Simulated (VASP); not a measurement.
Wanted: the native input for a VASP 6.6.1 run.

```yaml
Task: single point
Functional: PBEsol
Potentials_or_basis: VASP PAW PBE potentials, release 64 (Si, Ta_pv)
Cutoff: 520 eV
k_mesh: 10 × 10 × 10
Occupations: gaussian, width 0.1 eV
Spin: no spin polarisation
Dipole_correction: no
Further_INCAR_settings: ALGO = Fast; EDIFF = 1e-06; NBANDS = 35
```

The structure of Ta2Si lies in POSCAR:

```
Ta2Si
1.0
   -3.0683767365      3.0683767365      2.5198993190
    3.0683767365     -3.0683767365      2.5198993190
    3.0683767365      3.0683767365     -2.5198993190
Si Ta
2 4
Direct
    0.2500000000      0.2500000000      0.0000000000
    0.7500000000      0.7500000000      0.0000000000
    0.6630661943      0.8369338057      0.5000000000
    0.8369338057      0.3369338057      0.1738676114
    0.3369338057      0.1630661943      0.5000000000
    0.1630661943      0.6630661943      0.8261323886
```

These files were run (other wordings do the same):

INCAR

```
PREC     = Accurate       # precision mode
ENCUT    = 520            # plane-wave cutoff, eV
EDIFF    = 1E-6           # SCF threshold, eV
ISMEAR   = 0              # smearing method
SIGMA    = 0.1            # smearing width, eV
LREAL    = F              # projectors in reciprocal space
LASPH    = T              # aspherical terms in the spheres
NELM     = 80             # most SCF steps
ALGO     = Fast           # electronic algorithm
ISIF     = 2              # what is computed and relaxed
LWAVE    = F              # write WAVECAR
LCHARG   = T              # write CHGCAR
GGA      = PS             # functional
LELF     = T              # ELF
LVHAR    = T            
NBANDS   = 35             # bands
```

KPOINTS

```
regular mesh
0
Gamma
  10 10 10
```

Potentials or basis: VASP PAW PBE potentials, release 64 (Si, Ta_pv).

The run is started by

```sh
$ cat potpaw_PBE.64/Si/POTCAR potpaw_PBE.64/Ta_pv/POTCAR > POTCAR
$ mpirun -np 1 vasp_std > vasp.out
```

Results of the run:

The pressure is 0.3 GPa and the largest force is 0.005 eV/Å. The band gap on the k mesh is zero (bands 26 and 27 overlap by 0.75 eV).

Caveat: the PAW data sets were made with another functional, which shifts forces and pressure a little; spin-orbit coupling is left out, which moves the levels of the heavy elements.

It took 7.6 min on 1 thread of Intel(R) Xeon(R) Platinum 8259CL CPU @ 2.50GHz (Skylake/Cascade Lake) (shared host), peak memory 0.42 GiB.
